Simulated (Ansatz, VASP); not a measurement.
**One calculation of In, two programs**

INCAR

```
SYSTEM = In
PREC = Accurate
ENCUT = 600
EDIFF = 1E-7
ISMEAR = -1
SIGMA = 0.1
LREAL = .FALSE.
LASPH = .TRUE.
NELM = 80
ALGO = Normal
ISIF = 3
LWAVE = .FALSE.
LCHARG = .FALSE.
GGA = PS
IBRION = 2
NSW = 80
EDIFFG = -0.01
```

File KPOINTS:

```
regular mesh
0
G
  7 7 10
  0 0 0
```

File POSCAR:

```
In
1.0
    5.2864609513      0.0000000000      0.0000000000
   -2.6432304757      4.5782094800      0.0000000000
    0.0000000000      0.0000000000      3.2406005632
In
3
Direct
    0.0000000000      0.0000000000      0.0000000000
    0.3333333333      0.6666666667      0.5000000000
    0.6666666667      0.3333333333      0.5000000000
```

Input for Ansatz:

```yaml
crystal:
  lattice:
    - [5.2864609513, 0.0, 0.0]
    - [-2.6432304757, 4.57820948, 0.0]
    - [0.0, 0.0, 3.2406005632]
  atoms:
    - { symbol: In, position: [0.0, 0.0, 0.0] }
    - { symbol: In, position: [0.3333333333, 0.6666666667, 0.5] }
    - { symbol: In, position: [0.6666666667, 0.3333333333, 0.5] }
hamiltonian:
  xc: pbesol
  pseudopotentials:
    kind: paw
    azcp:
      In: "pseudopotentials/In.paw.azcp"
basis:
  ecutwfc: 420
  fft_grid_basis: typed
kpoints:
  mp_grid: { grid: [7, 7, 10], shift: [0, 0, 0] }
magnetization:
  spin_polarized: false
scf:
  occupations: { method: fermi_dirac, width: 0.1 }
relax:
  max_steps: 60
  f_tol: 0.01
  cell: {}
```

Alike in both runs: task relaxation of cell and atoms; functional PBEsol; k mesh 7 × 7 × 10; occupations fermi-dirac, width 0.1 eV; no spin polarisation.

|  | VASP | Ansatz |
| --- | --- | --- |
| version | VASP 6.6.1 | Ansatz 0.2.0 |
| potentials or method | VASP PAW PBE potentials, release 64 (In_d), cutoff 600 eV | plane waves (420 eV) with PAW, scalar-relativistic |
| valence electrons in the cell | 39 | 39 |

VASP gave:

* relaxed volume (Å³/atom): 25.95
* relaxed cell length with the largest relative difference (Å): 5.262

What did Ansatz give for the same quantities?

Relaxed volume (Å³/atom): 25.94; relaxed cell length with the largest relative difference (Å): 5.261.

VASP's potentials were made for PBE, not for PBEsol, and Ansatz warns of the same on its side.
